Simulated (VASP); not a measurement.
A run of VASP 6.6.1 is set up as follows.

Contents of INCAR:

```
SYSTEM = KMgF3
ALGO = Normal
EDIFF = 1E-6
ENCUT = 520
GGA = PE
ISIF = 2
ISMEAR = 0
LASPH = .True.
LCHARG = .False.
LREAL = .False.
LWAVE = .False.
NBANDS = 24
NELM = 80
PREC = Accurate
SIGMA = 0.05
```

KPOINTS

```
k-points
0
Gamma
  6 6 6
  0 0 0
```

Contents of POSCAR:

```
KMgF3
1.0
    3.9261115000      0.0000000000      0.0000000000
    0.0000000000      3.9261115000      0.0000000000
    0.0000000000      0.0000000000      4.1054770000
K Mg F
1 1 3
Direct
    0.5000000000      0.5000000000      0.5000000000
    0.0000000000      0.0000000000      0.0000000000
    0.5000000000      0.0000000000      0.0000000000
    0.0000000000      0.5000000000      0.0000000000
    0.0000000000      0.0000000000      0.5000000000
```

Potentials or basis: VASP PAW PBE potentials, release 64 (K_sv, Mg, F).

Command:

```sh
$ cat potpaw_PBE.64/K_sv/POTCAR potpaw_PBE.64/Mg/POTCAR potpaw_PBE.64/F/POTCAR > POTCAR
$ mpirun -np 1 vasp_std > vasp.out
```

Task: Predict the band gap on the k mesh.

Result: 7.28 eV, indirect (least direct gap 7.62 eV).

Task: Estimate the pressure.

Result: 3.6 GPa.

Stress tensor (GPa, compression positive):
```
5.11 0.00 0.00
0.00 5.11 0.00
0.00 0.00 0.69
```

Caveat: the cell differs from its parent crystal (strain -0.015 along x and y, +0.030 along z). A k mesh can miss the band edges.
